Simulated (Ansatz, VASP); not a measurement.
# Be in VASP and in Ansatz

The input POSCAR:

```
Be
1.0
    2.2797618159      0.0000000000      0.0000000000
   -1.1398809080      1.9743316472      0.0000000000
    0.0000000000      0.0000000000      3.5273289525
Be
2
Direct
    0.3333333333      0.6666666667      0.7500000000
    0.6666666667      0.3333333333      0.2500000000
```

INCAR.step1

```
ALGO     = Normal         # electronic algorithm
EDIFF    = 1E-5           # SCF threshold, eV
ENCUT    = 520            # plane-wave cutoff, eV
GGA      = PE             # functional
ISIF     = 2              # what is computed and relaxed
ISMEAR   = 0              # smearing method
LASPH    = True           # aspherical terms in the spheres
LCHARG   = False          # write CHGCAR
LREAL    = False          # projectors in reciprocal space
LWAVE    = True           # write WAVECAR
NBANDS   = 9              # bands
NELM     = 100            # most SCF steps
PREC     = Accurate       # precision mode
SIGMA    = 0.05           # smearing width, eV
```

INCAR.step2

```
ALGO     = Normal         # electronic algorithm
EDIFF    = 1E-6           # SCF threshold, eV
ENCUT    = 520            # plane-wave cutoff, eV
GGA      = PE             # functional
HFSCREEN = 0.2079         # screening, 1/A
ISIF     = 2              # what is computed and relaxed
ISMEAR   = 0              # smearing method
ISTART   = 1            
LASPH    = True           # aspherical terms in the spheres
LCHARG   = False          # write CHGCAR
LHFCALC  = True           # exact exchange
LREAL    = False          # projectors in reciprocal space
LWAVE    = False          # write WAVECAR
NBANDS   = 9              # bands
NELM     = 100            # most SCF steps
PREC     = Accurate       # precision mode
PRECFOCK = Normal       
SIGMA    = 0.05           # smearing width, eV
```

KPOINTS

```
k-points
0
Gamma
  10 10 6
```

Input for Ansatz:

```yaml
crystal:
  lattice:
    - [2.2797618159, 0.0, 0.0]
    - [-1.139880908, 1.9743316472, 0.0]
    - [0.0, 0.0, 3.5273289525]
  atoms:
    - { symbol: Be, position: [0.3333333333, 0.6666666667, 0.75] }
    - { symbol: Be, position: [0.6666666667, 0.3333333333, 0.25] }
basis:
  ecutwfc: 600
  ecutrho_ratio: 5
kpoints:
  mp_grid: { grid: [10, 10, 6] }
hamiltonian:
  xc: hse06
scf:
  occupations: { method: gaussian, width: 0.05 }
output:
  forces: true
  stress: true
  eigenvalues: true
```

Alike in both runs: task single point; functional HSE06; k mesh 10 × 10 × 6; occupations gaussian, width 0.05 eV; no spin polarisation.

```csv
,VASP,Ansatz
version,VASP 6.6.1,Ansatz 0.2.0
potentials or method,"VASP PAW PBE potentials, release 64 (Be), cutoff 520 eV","scalar-relativistic, plane waves, PAW"
valence electrons in the cell,4,4
```

Ansatz gave:

| Quantity | Value |
| --- | --- |
| pressure (GPa) | -0.5 |
| traceless stress, the component that is largest in VASP (GPa) | -0.40 |

Problem. Estimate VASP's values.

Solution. Pressure (GPa): -0.5; traceless stress, the component that is largest in VASP (GPa): -0.39.

Ansatz's warnings: filled band counts differ across k points, stress exchange threshold loose, stress scf threshold loose.
